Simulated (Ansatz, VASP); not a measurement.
# SbW in VASP and in Ansatz

Contents of POSCAR:

```
SbW
1.0
    0.0000000000      3.0745519414      3.0745519414
    3.0745519414      0.0000000000      3.0745519414
    3.0745519414      3.0745519414      0.0000000000
W Sb
1 1
Direct
    0.0000000000      0.0000000000      0.0000000000
    0.2500000000      0.2500000000      0.2500000000
```

File INCAR.step1:

```
SYSTEM = SbW
PREC = Accurate ; ENCUT = 520
ISMEAR = 0 ; SIGMA = 0.05
LREAL = .False. ; LASPH = .True.
NELM = 60 ; NBANDS = 16
GGA = PE ; ALGO = Normal
EDIFF = 1E-4 ; LWAVE = .True.
LCHARG = .False.
```

Contents of INCAR.step2:

```
SYSTEM = SbW
PREC = Accurate ; ENCUT = 520
EDIFF = 1E-6 ; ISMEAR = 0
SIGMA = 0.05 ; LREAL = .False.
LASPH = .True. ; NELM = 60
ALGO = Normal ; ISIF = 2
LWAVE = .False. ; LCHARG = .False.
METAGGA = R2SCAN ; LMIXTAU = .True.
NBANDS = 16 ; ISTART = 1
```

File KPOINTS:

```
Automatic mesh
0
Gamma
  10 10 10
  0 0 0
```

Input for Ansatz:

```yaml
crystal:
  lattice:
    - [0.0, 3.0745519414, 3.0745519414]
    - [3.0745519414, 0.0, 3.0745519414]
    - [3.0745519414, 3.0745519414, 0.0]
  atoms:
    - { symbol: W, position: [0.0, 0.0, 0.0] }
    - { symbol: Sb, position: [0.25, 0.25, 0.25] }
basis:
  ecutwfc: 500
  ecutrho_ratio: 4
kpoints:
  mp_grid: { grid: [10, 10, 10] }
hamiltonian:
  xc: r2scan
scf:
  occupations: { method: gaussian, width: 0.05 }
output:
  forces: true
  stress: true
  eigenvalues: true
```

Alike in both runs: task single point; functional r2SCAN; k mesh 10 × 10 × 10; occupations gaussian, width 0.05 eV; no spin polarisation.

|  | VASP | Ansatz |
| --- | --- | --- |
| version | VASP 6.6.1 | Ansatz 0.2.0 |
| potentials or method | VASP PAW PBE potentials, release 64 (W_sv, Sb), cutoff 520 eV | scalar-relativistic, plane waves, PAW |
| valence electrons in the cell | 19 | 29 |

```tsv
	VASP	Ansatz	Ansatz less VASP
gap on the k mesh at the Fermi level (eV)	none	none	-
pressure (GPa)	-1.7	-1.8	-0.12
```

VASP's potentials were made for PBE, not for r2SCAN. A gap of «none» marks a metal or a gap that the smearing closes. VASP's potentials hold 19 valence electrons a cell and Ansatz's 29, so a difference there can come from the potentials and not from the codes.

Spin-orbit coupling is off throughout.
